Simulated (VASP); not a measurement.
# CuSi16 (a cell with a defect) in VASP: relaxation of the atoms with PBE

Aim: the relaxation of the atoms of CuSi16 (a cell with a defect) with PBE.

All numbers are computed with VASP 6.6.1; they aren't measurements. Logs are shortened: lines on timing, memory, paths and dates and some standing lists are left out, and cuts for length are marked.

### 1 The cell of the first run

The cell holds a defect, 17 atoms: a = 7.679 Å, b = 7.679 Å, c = 7.679 Å, α = 60.00°, β = 60.00°, γ = 60.00°.

### 2 Relaxation of the atoms, PBE

Input file INCAR:

```
ALGO     = Normal         # electronic algorithm
EDIFF    = 1E-7           # SCF threshold, eV
EDIFFG   = -0.03          # ionic threshold
ENCUT    = 520            # plane-wave cutoff, eV
GGA      = PE             # functional
GGA_COMPAT= F            
IBRION   = 2              # ionic algorithm
ISIF     = 2              # what is computed and relaxed
ISMEAR   = 0              # smearing method
LASPH    = T              # aspherical terms in the spheres
LCHARG   = F              # write CHGCAR
LREAL    = F              # projectors in reciprocal space
LWAVE    = F              # write WAVECAR
NELECT   = 74.0         
NELM     = 120            # most SCF steps
NELMIN   = 4            
NSW      = 80             # ionic steps
PREC     = Accurate       # precision mode
SIGMA    = 0.05           # smearing width, eV
```

Input file KPOINTS:

```
k-points
0
Gamma
  2 2 2
```

Input file POSCAR:

```
CuSi16
1.0
    0.0000000000      5.4300000000      5.4300000000
    5.4300000000      0.0000000000      5.4300000000
    5.4300000000      5.4300000000      0.0000000000
Si Cu
16 1
Direct
    0.0000000000      0.0000000000      0.0000000000
    0.1250000000      0.1250000000      0.1250000000
    0.0000000000      0.0000000000      0.5000000000
    0.1250000000      0.1250000000      0.6250000000
    0.0000000000      0.5000000000      0.0000000000
    0.1250000000      0.6250000000      0.1250000000
    0.0000000000      0.5000000000      0.5000000000
    0.1250000000      0.6250000000      0.6250000000
    0.5000000000      0.0000000000      0.0000000000
    0.6250000000      0.1250000000      0.1250000000
    0.5000000000      0.0000000000      0.5000000000
    0.6250000000      0.1250000000      0.6250000000
    0.5000000000      0.5000000000      0.0000000000
    0.6250000000      0.6250000000      0.1250000000
    0.5000000000      0.5000000000      0.5000000000
    0.6250000000      0.6250000000      0.6250000000
    0.2342886700      1.2564741300      0.2596190900
```

Potentials or basis: VASP PAW PBE potentials, release 64 (Si, Cu).

Run with:

```
$ cat potpaw_PBE.64/Si/POTCAR potpaw_PBE.64/Cu/POTCAR > POTCAR
$ mpirun -np 1 vasp_std > vasp.out
```

OUTCAR:

```text
EDIFF = 1E-7
   EDIFFG = -0.03
   ENCUT = 520
   GGA = PE
   IBRION = 2
   ISIF = 2
   ISMEAR = 0
   LASPH = T
   LREAL = F
   NELECT = 74.0
   NELM = 120
   NELMIN = 4
   NSW = 80
   PREC = Accurate

 ion  position               nearest neighbor table
   1  0.000  0.000  0.000-   2 2.35   4 2.35   6 2.35  10 2.35
   2  0.125  0.125  0.125-   1 2.35   3 2.35   5 2.35   9 2.35  17 2.36
   3  0.000  0.000  0.500-   2 2.35   4 2.35   8 2.35  12 2.35  17 2.67
   4  0.125  0.125  0.625-  17 2.29   3 2.35   7 2.35  11 2.35   1 2.35
   5  0.000  0.500  0.000-   2 2.35   6 2.35   8 2.35  14 2.35  17 2.68
   6  0.125  0.625  0.125-  17 2.31   5 2.35   7 2.35  13 2.35   1 2.35
   7  0.000  0.500  0.500-   4 2.35   6 2.35   8 2.35  16 2.35  17 2.63
   8  0.125  0.625  0.625-   3 2.35   5 2.35   7 2.35  15 2.35
   9  0.500  0.000  0.000-   2 2.35  10 2.35  12 2.35  14 2.35  17 2.80
  10  0.625  0.125  0.125-   1 2.35   9 2.35  11 2.35  13 2.35  17 2.45
  11  0.500  0.000  0.500-   4 2.35  10 2.35  12 2.35  16 2.35  17 2.75
  12  0.625  0.125  0.625-   3 2.35   9 2.35  11 2.35  15 2.35
  13  0.500  0.500  0.000-   6 2.35  10 2.35  14 2.35  16 2.35  17 2.77
  14  0.625  0.625  0.125-   5 2.35   9 2.35  13 2.35  15 2.35
  15  0.500  0.500  0.500-   8 2.35  12 2.35  14 2.35  16 2.35
  16  0.625  0.625  0.625-   7 2.35  11 2.35  13 2.35  15 2.35
  17  0.234  0.256  0.260-   4 2.29   6 2.31   2 2.36  10 2.45   7 2.63   3 2.67   5 2.68  11 2.75
                            13 2.77   9 2.80

  LATTYP: Found a face centered cubic cell.
 ALAT       =    10.8600000000

  Lattice vectors:

 A1 = (   0.0000000000,   5.4300000000,   5.4300000000)
 A2 = (   5.4300000000,   0.0000000000,   5.4300000000)
 A3 = (   5.4300000000,   5.4300000000,   0.0000000000)

Analysis of symmetry for initial positions (statically):
=====================================================================
 Subroutine PRICEL returns:
 Original cell was already a primitive cell.

 Routine SETGRP: Setting up the symmetry group for a
 face centered cubic supercell.

 Subroutine GETGRP returns: Found  1 space group operations
 (whereof  1 operations were pure point group operations)
 out of a pool of 48 trial point group operations.

The static configuration has the point symmetry C_1 .

Analysis of symmetry for dynamics (positions and initial velocities):
=====================================================================
 Subroutine PRICEL returns:
 Original cell was already a primitive cell.

 Routine SETGRP: Setting up the symmetry group for a
 face centered cubic supercell.

 Subroutine GETGRP returns: Found  1 space group operations
 (whereof  1 operations were pure point group operations)
 out of a pool of 48 trial point group operations.

The dynamic configuration has the point symmetry C_1 .

 Subroutine INISYM returns: Found  1 space group operations
[... 119 lines left out ...]
   TEBEG  =    0.0;   TEEND  =   0.0 temperature during run
   PSTRESS=    0.0 pullay stress
   NELECT =      74.0000    total number of electrons
   NUPDOWN=      -1.0000    fix difference up-down
   EMIN   =  10.00;   EMAX   =-10.00  energy-range for DOS
   EFERMI =   0.00;   METHOD = LEGACY
   ISMEAR =     0;   SIGMA  =   0.05  broadening in eV -4-tet -1-fermi 0-gaus
   EFERMI_NEDOS =   21; number of points for ismear=-14 and -15
   IALGO  =     38    algorithm
   IMIX   =      4    mixing-type and parameters
     AMIX     =   0.40;   BMIX     =  1.00
     AMIX_MAG =   1.60;   BMIX_MAG =  1.00
  volume/ion in A,a.u.               =      18.84       127.11
  Fermi-wavevector in a.u.,A,eV,Ry     =   1.004636  1.898488 13.732283  1.009294
  Thomas-Fermi vector in A             =   2.137265
   LORBIT       =      0    0 simple, 1 ext, 2 COOP (PROOUT), +10 PAW based schemes
   GGA     = PE    functional components
   LHFCALC =     F    Hartree Fock is set to
   AEXX    =    0.0000 exact exchange contribution
   IVDW    =     0    specifies the selected vdW correction
   LEPSILON=     F    determine dielectric tensor
   LRPA    =     F    only Hartree local field effects (RPA)
 conjugate gradient relaxation of ions
 non-spin polarized calculation
 Gauss-broadening in eV      SIGMA  =   0.05
  energy-cutoff  :      520.00
  volume of cell :      320.21
 maximum number of plane-waves:      8646
 NGX is ok and might be reduce to    60
   NGX = 29   NGY = 29   NGZ = 29

--------------------------------------- Ionic step        1  -------------------------------------------

 number of electron      74.0000004 magnetization

 Free energy of the ion-electron system (eV)
  ---------------------------------------------------
  ext. energy  EPLUGINS =         0.00000000
  ---------------------------------------------------
  free energy    TOTEN  =       -94.06150848 eV

  energy without entropy =      -94.05263779  energy(sigma->0) =      -94.05707314

------------------------ aborting loop because EDIFF is reached ----------------------------------------

  FORCE on cell =-STRESS in cart. coord.  units (eV):
  Direction    XX          YY          ZZ          XY          YZ          ZX
  --------------------------------------------------------------------------------------
  -------------------------------------------------------------------------------------
  Total       -0.6343035     -0.6325968     -0.6336862      0.3395147     -0.6424749      0.1843987
  in kB       -3.1737901     -3.1652506     -3.1707014      1.6987902     -3.2146766      0.9226544
  external PRESSURE =      -3.1699140 kB  Pullay stress =       0.0000000 kB
[... 134 lines left out ...]
  FREE ENERGIE OF THE ION-ELECTRON SYSTEM (eV)
  ---------------------------------------------------
  free  energy   TOTEN  =       -94.1750698506 eV

  energy  without entropy=      -94.1669870149  energy(sigma->0) =      -94.17102843

[... ionic steps 4 to 32 ...]

--------------------------------------- Ionic step       33  -------------------------------------------

 number of electron      74.0000002 magnetization

------------------------ aborting loop because EDIFF is reached ----------------------------------------
[... 97 lines left out ...]
--------------------------------------- Ionic step       35  -------------------------------------------

 number of electron      74.0000001 magnetization

 Free energy of the ion-electron system (eV)
  ---------------------------------------------------
  ext. energy  EPLUGINS =         0.00000000
  ---------------------------------------------------
  free energy    TOTEN  =       -94.20937214 eV

  energy without entropy =      -94.20933821  energy(sigma->0) =      -94.20935518

 E-fermi :   6.3722     XC(G=0):  -9.6069

 val. band max:        6.2566735642   @ k =   0.0000   0.0000   0.0000
 cond. band min:       6.4876858420   @ k =   0.0000   0.0000   0.0000
 fundamental gap:      0.2310122777
 Fermi energy:         6.3721802921

 k-point     1 :       0.0000    0.0000    0.0000
  band No.  band energies     occupation
      1      -5.8962      2.00000
      2      -3.5375      2.00000
      3      -3.5154      2.00000
      4      -3.4842      2.00000
      5      -3.4711      2.00000
      6      -2.0433      2.00000
[... 425 lines left out ...]
  FREE ENERGIE OF THE ION-ELECTRON SYSTEM (eV)
  ---------------------------------------------------
  free  energy   TOTEN  =       -94.2093721448 eV

  energy  without entropy=      -94.2093382065  energy(sigma->0) =      -94.20935518

 reached required accuracy - stopping structural energy minimisation
```

OSZICAR:

```text
N       E                     dE             d eps       ncg     rms          rms(c)
DAV:   1     0.354656678817E+03    0.35466E+03   -0.28091E+04   736   0.139E+03
DAV:   2    -0.467643740330E+02   -0.40142E+03   -0.38410E+03   754   0.272E+02
DAV:   3    -0.952272275624E+02   -0.48463E+02   -0.46462E+02  1008   0.883E+01
[... 328 lines left out ...]
DAV:   2    -0.942093755125E+02   -0.36647E-04   -0.41509E-04  1160   0.129E-01    0.169E-02
DAV:   3    -0.942093728198E+02    0.26927E-05   -0.11784E-05  1146   0.378E-02    0.980E-03
DAV:   4    -0.942093723805E+02    0.43934E-06   -0.64876E-06  1128   0.531E-02    0.468E-03
DAV:   5    -0.942093721534E+02    0.22705E-06   -0.27656E-06  1048   0.443E-02    0.177E-03
DAV:   6    -0.942093721448E+02    0.86220E-08   -0.24614E-07   648   0.560E-03
  35 F= -.94209372E+02 E0= -.94209355E+02  d E =-.322912E-03
```

CONTCAR:

```text
CuSi16
   1.00000000000000
     0.0000000000000000    5.4299999999999997    5.4299999999999997
     5.4299999999999997    0.0000000000000000    5.4299999999999997
     5.4299999999999997    5.4299999999999997    0.0000000000000000
  Si              Cu
    16     1
Direct
     0.9792195496736216    0.0012606234781413    0.0248526957471340
     0.1308690051835238    0.1251536800387855    0.1171217236844954
     0.0047697053321189    0.9954185726959038    0.5056134332160527
     0.1174826248883876    0.1154804373778607    0.6540168043575119
     0.0062729111514870    0.5041431239718761    0.9888332992772451
     0.1270231388017983    0.6331160707149078    0.1176233994914274
[... 9 lines left out ...]
     0.6293872672488074    0.6254589693732788    0.6153246728925433
     0.2094774615289199    0.2566494882324112    0.2831975277979227

  0.00000000E+00  0.00000000E+00  0.00000000E+00
  0.00000000E+00  0.00000000E+00  0.00000000E+00
  0.00000000E+00  0.00000000E+00  0.00000000E+00
  0.00000000E+00  0.00000000E+00  0.00000000E+00
  0.00000000E+00  0.00000000E+00  0.00000000E+00
  0.00000000E+00  0.00000000E+00  0.00000000E+00
[... 9 lines left out ...]
  0.00000000E+00  0.00000000E+00  0.00000000E+00
  0.00000000E+00  0.00000000E+00  0.00000000E+00
```

Wall time 86 min (1 thread of Oxide Virtual Turin-like, shared host); peak memory 0.53 GiB.

Results:

* Free energy: -94.2094 eV
* Energy gained by relaxing: 8.7 meV/atom
* Ionic steps: 35
* Largest force after relaxing: 0.030 eV/Å

Forces in eV/Å, atoms in the order of the input:
```
Si   0.010  0.003 -0.028
Si  -0.003  0.002 -0.017
Si  -0.001 -0.004  0.002
Si   0.002  0.004 -0.016
Si  -0.017 -0.002 -0.004
Si  -0.010  0.000 -0.002
Si  -0.009  0.018 -0.008
Si  -0.005 -0.004  0.003
Si  -0.006 -0.018 -0.003
Si   0.007 -0.010 -0.013
Si   0.020 -0.009 -0.005
Si   0.006 -0.004  0.014
Si   0.004  0.000  0.011
Si   0.002  0.010  0.014
Si   0.003  0.009  0.015
Si  -0.001  0.009  0.016
Cu  -0.002 -0.005  0.019
```

Step by step:
```
step  energy change (eV)  largest force (eV/Å)  pressure (GPa)
   1              0.0000                1.1350           -0.32
   2             -0.1135                0.2567           -0.74
   3             -0.1136                0.2508           -0.74
   4             -0.1185                0.1221           -0.73
   5             -0.1192                0.1625           -0.72
   6             -0.1213                0.0514           -0.73
   7             -0.1217                0.0758           -0.72
   8             -0.1230                0.0389           -0.73
   9             -0.1232                0.0463           -0.74
  10             -0.1235                0.0435           -0.75
  11             -0.1236                0.0486           -0.74
  12             -0.1237                0.0477           -0.74
  13             -0.1241                0.0455           -0.74
  14             -0.1249                0.0416           -0.74
  15             -0.1261                0.0778           -0.74
  16             -0.1264                0.1608           -0.75
  17             -0.1267                0.1225           -0.75
  18             -0.1268                0.1223           -0.74
  19             -0.1272                0.1214           -0.75
  20             -0.1280                0.1191           -0.75
  21             -0.1293                0.1132           -0.75
  22             -0.1302                0.1461           -0.76
  23             -0.1320                0.1476           -0.77
  24             -0.1347                0.1606           -0.80
  25             -0.1365                0.1393           -0.80
  26             -0.1393                0.0952           -0.82
  27             -0.1413                0.0783           -0.83
  28             -0.1427                0.0835           -0.83
  29             -0.1439                0.0774           -0.84
  30             -0.1443                0.0901           -0.84
  31             -0.1453                0.0711           -0.84
  32             -0.1461                0.0763           -0.83
  33             -0.1468                0.0521           -0.83
  34             -0.1475                0.0351           -0.82
  35             -0.1479                0.0298           -0.83
```

Final structure:
```
Si Cu
1.0
     0.00000    5.43000    5.43000
     5.43000    0.00000    5.43000
     5.43000    5.43000    0.00000
Si Cu
16 1
Direct
  0.97922 0.00126 0.02485
  0.13087 0.12515 0.11712
  0.00477 0.99542 0.50561
  0.11748 0.11548 0.65402
  0.00627 0.50414 0.98883
  0.12702 0.63312 0.11762
  0.00169 0.49749 0.50585
  0.13980 0.62324 0.61405
  0.50571 0.99614 0.98990
  0.60930 0.13260 0.12461
  0.49421 0.99817 0.50663
  0.63233 0.12418 0.61525
  0.50230 0.50816 0.98985
  0.63321 0.62333 0.11656
  0.51124 0.49647 0.49033
  0.62939 0.62546 0.61532
  0.20948 0.25665 0.28320
```

Levels at points of the mesh, in eV from the Fermi level:
```tsv
k point	band 33	band 34	band 35	band 36	band 37	band 38	band 39	band 40	band 41	band 42
(0.00, 0.00, 0.00)	-0.92	-0.86	-0.62	-0.19	-0.12	0.12	0.57	0.62	0.63	0.68
(0.50, 0.00, 0.00)	-2.01	-0.88	-0.85	-0.69	-0.56	0.55	1.08	1.33	1.37	1.54
(0.00, 0.50, 0.00)	-1.97	-0.90	-0.83	-0.77	-0.70	0.57	1.15	1.33	1.35	1.47
(0.00, 0.00, 0.50)	-1.99	-0.92	-0.87	-0.74	-0.73	0.48	1.23	1.36	1.37	1.42
(0.50, 0.50, 0.50)	-1.96	-0.90	-0.82	-0.78	-0.67	0.57	1.12	1.31	1.34	1.48
(0.50, 0.50, 0.00)	-1.81	-1.52	-1.42	-1.40	-0.95	0.68	1.08	2.04	2.10	2.14
(0.00, 0.50, 0.50)	-1.80	-1.52	-1.42	-1.40	-0.94	0.67	1.08	2.03	2.11	2.13
(0.50, 0.00, 0.50)	-1.85	-1.48	-1.47	-1.40	-0.98	0.68	1.07	2.04	2.07	2.17
```

Caveat: the k points lie up to 0.50 Å⁻¹ apart; the cell carries a net charge on a neutralising background, which shifts energy and pressure; the cell is charged against a uniform background, so pressure and absolute levels hang on convention.
